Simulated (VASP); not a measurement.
# CaSe (Fm-3m) in VASP: vibrations by perturbation theory with PBEsol

Aim: the vibrations by perturbation theory of CaSe with PBEsol.

Everything below comes from runs of VASP 6.6.1. Logs are shortened: lines on timing, memory, paths and dates and some standing lists are left out, and cuts for length are marked.

### 1 The cell of the first run

The structure is cubic, space group Fm-3m (No. 225). The conventional cell has a = 5.869 Å, b = 5.869 Å, c = 5.869 Å, α = 90.00°, β = 90.00°, γ = 90.00°. Ca (site symmetry m-3m) has 6 Se at 2.93 Å within 3.9 Å. Se (site symmetry m-3m) has 6 Ca at 2.93 Å within 3.9 Å.

### 2 Vibrations by perturbation theory, PBEsol

File INCAR:

```
PREC = Accurate ; ENCUT = 520
EDIFF = 1E-8 ; ISMEAR = 0
SIGMA = 0.01 ; LREAL = False
LASPH = True ; NELM = 60
ALGO = Normal ; ISIF = 2
LWAVE = False ; LCHARG = True
GGA = PS ; IBRION = 8
NSW = 1 ; LEPSILON = True
```

File KPOINTS:

```
Automatic mesh
0
Gamma
  6 6 6
```

File POSCAR:

```
CaSe
1.0
    0.0000000000      2.9344378385      2.9344378385
    2.9344378385      0.0000000000      2.9344378385
    2.9344378385      2.9344378385      0.0000000000
Ca Se
1 1
Direct
    0.0000000000      0.0000000000      0.0000000000
    0.5000000000      0.5000000000      0.5000000000
```

Potentials or basis: VASP PAW PBE potentials, release 64 (Ca_sv, Se).

Run with:

```sh
$ cat potpaw_PBE.64/Ca_sv/POTCAR potpaw_PBE.64/Se/POTCAR > POTCAR
$ mpirun -np 1 vasp_std > vasp.out
```

OUTCAR:

```text
PREC = Accurate
   ENCUT = 520
   EDIFF = 1E-8
   ISMEAR = 0
   LREAL = False
   LASPH = True
   NELM = 60
   ISIF = 2
   GGA = PS
   IBRION = 8
   NSW = 1
   LEPSILON = True

 ion  position               nearest neighbor table
   1  0.000  0.000  0.000-   2 2.93   2 2.93   2 2.93   2 2.93   2 2.93   2 2.93
   2  0.500  0.500  0.500-   1 2.93   1 2.93   1 2.93   1 2.93   1 2.93   1 2.93

  LATTYP: Found a face centered cubic cell.
 ALAT       =     5.8688756770

  Lattice vectors:

 A1 = (   0.0000000000,   2.9344378385,   2.9344378385)
 A2 = (   2.9344378385,   0.0000000000,   2.9344378385)
 A3 = (   2.9344378385,   2.9344378385,   0.0000000000)

Analysis of symmetry for initial positions (statically):
=====================================================================
 Subroutine PRICEL returns:
 Original cell was already a primitive cell.

 Routine SETGRP: Setting up the symmetry group for a
 face centered cubic supercell.

 Subroutine GETGRP returns: Found 48 space group operations
 (whereof 48 operations were pure point group operations)
 out of a pool of 48 trial point group operations.

The static configuration has the point symmetry O_h .

Analysis of symmetry for dynamics (positions and initial velocities):
=====================================================================
 Subroutine PRICEL returns:
 Original cell was already a primitive cell.

 Routine SETGRP: Setting up the symmetry group for a
 face centered cubic supercell.

 Subroutine GETGRP returns: Found 48 space group operations
 (whereof 48 operations were pure point group operations)
 out of a pool of 48 trial point group operations.

The dynamic configuration has the point symmetry O_h .

 Subroutine INISYM returns: Found 48 space group operations
 (whereof 48 operations are pure point group operations),
 and found     1 'primitive' translations

----------------------------------------------------------------------------------------

                                     Primitive cell

  volume of cell :      50.5365

  direct lattice vectors                    reciprocal lattice vectors
     0.000000000  2.934437839  2.934437839    -0.170390387  0.170390387  0.170390387
     2.934437839  0.000000000  2.934437839     0.170390387 -0.170390387  0.170390387
     2.934437839  2.934437839  0.000000000     0.170390387  0.170390387 -0.170390387

  length of vectors
     4.149921789  4.149921789  4.149921789     0.295124808  0.295124808  0.295124808

  position of ions in fractional coordinates (direct lattice)
     0.000000000  0.000000000  0.000000000
     0.500000000  0.500000000  0.500000000

  ion indices of the primitive-cell ions
   primitive index   ion index
                 1           1
                 2           2

----------------------------------------------------------------------------------------

 KPOINTS: Automatic mesh

Automatic generation of k-mesh.
 Grid dimensions read from file:
 generate k-points for:    6    6    6

 Generating k-lattice:

  Cartesian coordinates                     Fractional coordinates (reciprocal lattice)
    -0.028398398  0.028398398  0.028398398     0.166666667  0.000000000  0.000000000
     0.028398398 -0.028398398  0.028398398     0.000000000  0.166666667  0.000000000
     0.028398398  0.028398398 -0.028398398     0.000000000  0.000000000  0.166666667

  Length of vectors
     0.049187468  0.049187468  0.049187468

  Shift w.r.t. Gamma in fractional coordinates (k-lattice)
     0.000000000  0.000000000  0.000000000

 Subroutine IBZKPT returns following result:
 ===========================================

 Found     16 irreducible k-points:

 Following reciprocal coordinates:
            Coordinates               Weight
[... 333 lines left out ...]
  energy-cutoff  :      520.00
  volume of cell :       50.54
      direct lattice vectors                 reciprocal lattice vectors
     0.000000000  2.934437839  2.934437839    -0.170390387  0.170390387  0.170390387
     2.934437839  0.000000000  2.934437839     0.170390387 -0.170390387  0.170390387
     2.934437839  2.934437839  0.000000000     0.170390387  0.170390387 -0.170390387

 POSITION                                       TOTAL-FORCE (eV/Angst)
 -----------------------------------------------------------------------------------
      0.00000      0.00000      0.00000        -0.000000     -0.000000     -0.000000
      2.93444      2.93444      2.93444         0.000000      0.000000      0.000000
 -----------------------------------------------------------------------------------
    total drift:                                0.000000     -0.000000     -0.000000

  FREE ENERGIE OF THE ION-ELECTRON SYSTEM (eV)
  ---------------------------------------------------
  free  energy   TOTEN  =       -10.0729759704 eV

  energy  without entropy=      -10.0729759704  energy(sigma->0) =      -10.07297597

 HEAD OF MICROSCOPIC STATIC DIELECTRIC TENSOR (INDEPENDENT PARTICLE, excluding Hartree and local field effects)
 ------------------------------------------------------
           6.527737     0.000000     0.000000
          -0.000000     6.527737     0.000000
           0.000000     0.000000     6.527737
 ------------------------------------------------------

 Free energy of the ion-electron system (eV)
  ---------------------------------------------------
  ---------------------------------------------------
  free energy    TOTEN  =        -0.76863625 eV

  energy without entropy =       -0.76863625

------------------------ aborting loop because EDIFF is reached ----------------------------------------

--------------------------------------- Ionic step        2  -------------------------------------------

------------------------ aborting loop because EDIFF is reached ----------------------------------------

--------------------------------------- Ionic step        3  -------------------------------------------

------------------------ aborting loop because EDIFF is reached ----------------------------------------

 PIEZOELECTRIC TENSOR FIELD DIRECTION 3  (e Angst)
 -----------------------------------------------------------------------------
     0.00083  0.00000 -0.00000           (  0.00001  0.00000 -0.00000)
     0.00000  0.00083  0.00000           (  0.00000  0.00001  0.00000)
    -0.00000  0.00000 -0.00364           ( -0.00000  0.00000  0.00004)

 PIEZOELECTRIC TENSOR FIELD DIRECTION 3  (C/m^2)
 -----------------------------------------------------------------------------
     0.00026  0.00000 -0.00000
     0.00000  0.00026  0.00000
    -0.00000  0.00000 -0.00115

--------------------------------------- Ionic step        4  -------------------------------------------

------------------------ aborting loop because EDIFF is reached ----------------------------------------

[... ionic steps 5 to 6 ...]

--------------------------------------- Ionic step        7  -------------------------------------------

 Free energy of the ion-electron system (eV)
  ---------------------------------------------------
  ---------------------------------------------------
  free energy    TOTEN  =        -0.08630674 eV

  energy without entropy =       -0.08630674

------------------------ aborting loop because EDIFF is reached ----------------------------------------

 INTERNAL STRAIN TENSOR  FOR ION    2  DIRECTION 1   (eV/Angst):
 -----------------------------------------------------------------------------
    -0.00977 -0.00000  0.00000
    -0.00000  0.00307  0.00000
    -0.00000  0.00000  0.00307

 MACROSCOPIC STATIC DIELECTRIC TENSOR (including local field effects in DFT)
 ------------------------------------------------------
           5.999308     0.000000    -0.000000
           0.000000     5.999308    -0.000000
           0.000000     0.000000     5.999308
 ------------------------------------------------------

 PIEZOELECTRIC TENSOR (including local field effects)  for field in x, y, z        (e  Angst)
          XX          YY          ZZ          XY          YZ          ZX
  --------------------------------------------------------------------------------
  x     0.00000     0.00000     0.00000     0.00000     0.00000     0.00000
  y     0.00000     0.00000     0.00000     0.00000     0.00000     0.00000
  z     0.00000     0.00000     0.00000     0.00000     0.00000     0.00000

 PIEZOELECTRIC TENSOR (including local field effects)  for field in x, y, z        (C/m^2)
          XX          YY          ZZ          XY          YZ          ZX
  --------------------------------------------------------------------------------
  x     0.00000     0.00000     0.00000     0.00000     0.00000     0.00000
  y     0.00000     0.00000     0.00000     0.00000     0.00000     0.00000
  z     0.00000     0.00000     0.00000     0.00000     0.00000     0.00000

 BORN EFFECTIVE CHARGES (including local field effects) (in |e|, cummulative output)
 ---------------------------------------------------------------------------------
 ion    1
    1     2.38561    -0.00000     0.00000
    2     0.00000     2.38561    -0.00000
    3    -0.00000     0.00000     2.38561
 ion    2
    1    -2.38561     0.00000    -0.00000
    2    -0.00000    -2.38561     0.00000
    3     0.00000    -0.00000    -2.38561

 INTERNAL STRAIN TENSOR FOR ION    2 for displacements in x,y,z  (eV/Angst):
          X           Y           Z          XY          YZ          ZX
  --------------------------------------------------------------------------------
  x     0.00000     0.00000     0.00000     0.00000     0.00000     0.00000
  y     0.00000     0.00000     0.00000     0.00000     0.00000     0.00000
  z     0.00000     0.00000     0.00000     0.00000     0.00000     0.00000

 SECOND DERIVATIVES (NOT SYMMETRIZED)
 ------------------------------------
               1X          1Y          1Z          2X          2Y          2Z
  1X    -3.319142    0.000000    0.000000    3.319142    0.000000    0.000000
  1Y     0.000000   -3.319142    0.000000    0.000000    3.319142    0.000000
  1Z     0.000000    0.000000   -3.319142    0.000000    0.000000    3.319142
  2X     3.267086    0.000000    0.000000   -3.267086    0.000000    0.000000
  2Y     0.000000    3.267086    0.000000    0.000000   -3.267086    0.000000
  2Z     0.000000    0.000000    3.267086    0.000000    0.000000   -3.267086

 Eigenvectors and eigenvalues of the dynamical matrix
 ----------------------------------------------------

   1 f  =    5.509386 THz    34.616493 2PiTHz  183.773334 cm-1    22.784979 meV
             X         Y         Z           dx          dy          dz
      0.000000  0.000000  0.000000     0.000000    0.816599    0.000000
      2.934438  2.934438  2.934438     0.000000   -0.577205    0.000000
[... 21 lines left out ...]
   6 f/i=    0.020525 THz     0.128963 2PiTHz    0.684642 cm-1     0.084885 meV
             X         Y         Z           dx          dy          dz
      0.000000  0.000000  0.000000     0.000000    0.000000   -0.577205
      2.934438  2.934438  2.934438     0.000000    0.000000   -0.816599

--------------------------------------------------------------------------------------------------------

 MACROSCOPIC STATIC DIELECTRIC TENSOR IONIC CONTRIBUTION
 ------------------------------------------------------
           6.187840    -0.000000    -0.000000
          -0.000000     6.187840    -0.000000
          -0.000000    -0.000000     6.187840
 ------------------------------------------------------

 ELASTIC MODULI CONTR FROM IONIC RELAXATION (kBar)
 Direction    XX          YY          ZZ          XY          YZ          ZX
 --------------------------------------------------------------------------------
 XX           0.0000      0.0000      0.0000      0.0000      0.0000      0.0000
 YY           0.0000      0.0000      0.0000      0.0000      0.0000      0.0000
 ZZ           0.0000      0.0000      0.0000      0.0000      0.0000      0.0000
 XY           0.0000      0.0000      0.0000      0.0000      0.0000      0.0000
 YZ           0.0000      0.0000      0.0000      0.0000      0.0000      0.0000
 ZX           0.0000      0.0000      0.0000      0.0000      0.0000      0.0000
 --------------------------------------------------------------------------------

 PIEZOELECTRIC TENSOR IONIC CONTR  for field in x, y, z        (C/m^2)
          XX          YY          ZZ          XY          YZ          ZX
  --------------------------------------------------------------------------------
  x     0.00000     0.00000     0.00000     0.00000     0.00000     0.00000
  y     0.00000     0.00000     0.00000     0.00000     0.00000     0.00000
  z     0.00000     0.00000     0.00000     0.00000     0.00000     0.00000
```

It took 3 min on 1 thread of Intel Xeon Platinum 8488C (Sapphire Rapids), shared host; peak memory 0.23 GiB.

Results:

```
Electronic dielectric tensor (diagonal)                 : 6.00
Born charges (mean of the diagonal)                     : Ca +2.39; Se -2.39 e
Highest phonon frequency at Γ, LO-TO splitting left out : 184 cm⁻¹
```

Phonon frequencies in cm⁻¹ (negative: imaginary):
| q point | frequencies |
| --- | --- |
| (0.000, 0.000, 0.000) | -1 -1 -1 184 184 184 |

Electronic dielectric tensor:
```
6.00 0.00 0.00
0.00 6.00 0.00
0.00 0.00 6.00
```

Born effective charge tensors (e):
atom 1, Ca
```
2.39 0.00 0.00
0.00 2.39 0.00
0.00 0.00 2.39
```
atom 2, Se
```
-2.39  0.00  0.00
 0.00 -2.39  0.00
 0.00  0.00 -2.39
```
